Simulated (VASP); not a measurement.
Crystal: Pt.

```
Pt
1.0
     2.67338    0.00000    0.00000
    -1.33669    2.31521    0.00000
     0.00000    0.00000    4.54992
Pt
2
Direct
  0.33333 0.66667 0.25000
  0.66667 0.33333 0.75000
```

Base run:

* Program: VASP 6.6.1
* Functional: r2SCAN
* Potentials or basis: VASP PAW PBE potentials, release 64 (Pt)
* Cutoff: 520 eV
* k mesh: 8 × 8 × 5
* Occupations: fermi-dirac, width 0.05 eV
* Spin: no spin polarisation

Its results: band gap on the k mesh zero (band 10 reaches 12.93 eV, above the bottom of band 11 at 11.51 eV); pressure 31.3 GPa.

Question: The run is repeated on the same cell with these changes: potentials or basis from VASP PAW PBE potentials, release 64 (Pt) to VASP PAW PBE potentials, release 64 (Pt_sv_GW); cutoff from 520 eV to 550 eV; further incar settings from ALGO = Normal; EDIFF = 1e-06; NBANDS = 17 to ALGO = Normal; EDIFF = 1e-06; NBANDS = 25; valence electrons from 20 to 36. What comes out?

Answer: Band gap on the k mesh zero (band 18 reaches 12.34 eV, above the bottom of band 19 at 10.91 eV); pressure 27.7 GPa.

Caveats: the PAW data sets were made with another functional, which shifts forces and pressure a little; spin-orbit coupling is left out, which moves the levels of the heavy elements.
